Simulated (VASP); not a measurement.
Set up this calculation in VASP 6.6.1, as the native input.

| Quantity | Value |
| --- | --- |
| Task | single point |
| Functional | PBE |
| Potentials or basis | VASP PAW PBE potentials, release 64 (Mg, O) |
| Cutoff | 520 eV |
| k mesh | 2 × 2 × 2, shifted |
| Occupations | fermi-dirac, width 0.02 eV |
| Spin | no spin polarisation |
| Dipole correction | no |
| Further INCAR settings | LREAL = Auto; ALGO = Normal; EDIFF = 1e-06; NBANDS = 46 |

The structure of MgO lies in POSCAR:

```
MgO
1.0
    3.4863778627      0.0000000000     -4.1780412200
    3.4863778627      0.0000000000      4.1780412200
    0.0000000001     -6.0385835926      0.0000000000
Mg O
8 8
Direct
    0.1275055620      0.8744182505      0.3364578744
    0.8711154706      0.6277779958      0.8335524255
    0.6157349192      0.3791403171      0.3383659378
    0.3759117078      0.1253483589      0.8438146002
    0.1222748999      0.3767180574      0.1748080463
    0.8613749530      0.1163638734      0.6578478113
    0.6239603408      0.8735861690      0.1761050392
    0.3841581568      0.6296966630      0.6757111063
    0.3679044916      0.6259522090      0.3389011626
    0.1357872345      0.3797443776      0.8503735886
    0.8663852635      0.1240816727      0.3334853230
    0.6321998557      0.8858972091      0.8329242980
    0.8663700611      0.6236201822      0.1719858613
    0.6268082967      0.3851981864      0.6658433950
    0.3668141771      0.1144033117      0.1657285992
    0.1267203099      0.8873255392      0.6735069471
```

This cell differs from its parent crystal: dynamics (nvt langevin) at 200 K, volume x 1.0, from the last frame before.

The input as run:

INCAR

```
SYSTEM = MgO
  PREC = Accurate
  ENCUT = 520
  EDIFF = 1E-6
  ISMEAR = -1
  SIGMA = 0.02
  LREAL = Auto
  LASPH = .TRUE.
  NELM = 80
  ALGO = Normal
  ISIF = 2
  LWAVE = .FALSE.
  LCHARG = .FALSE.
  GGA = PE
  NBANDS = 46
```

KPOINTS

```
Automatic mesh
0
Gamma
  2 2 2
  0.5 0.5 0.5
```

Potentials or basis: VASP PAW PBE potentials, release 64 (Mg, O).

Command:

```console
$ cat potpaw_PBE.64/Mg/POTCAR potpaw_PBE.64/O/POTCAR > POTCAR
$ mpirun -np 1 vasp_std > vasp.out
```

Results of the run:

* Pressure: 4.8 GPa
* Largest force: 1.553 eV/Å
* Band gap on the k mesh: 5.21 eV

Caveat: the k points lie up to 0.59 Å⁻¹ apart; the atoms stand as in a frame of molecular dynamics; a shifted mesh leaves out Γ, where band edges can lie; forces of over 1 eV/Å act on the atoms, so gaps and moduli don't describe the material at rest.

Wall time 67 s on 1 thread of Intel Xeon 8259CL, on a shared host, peak memory 0.25 GiB.
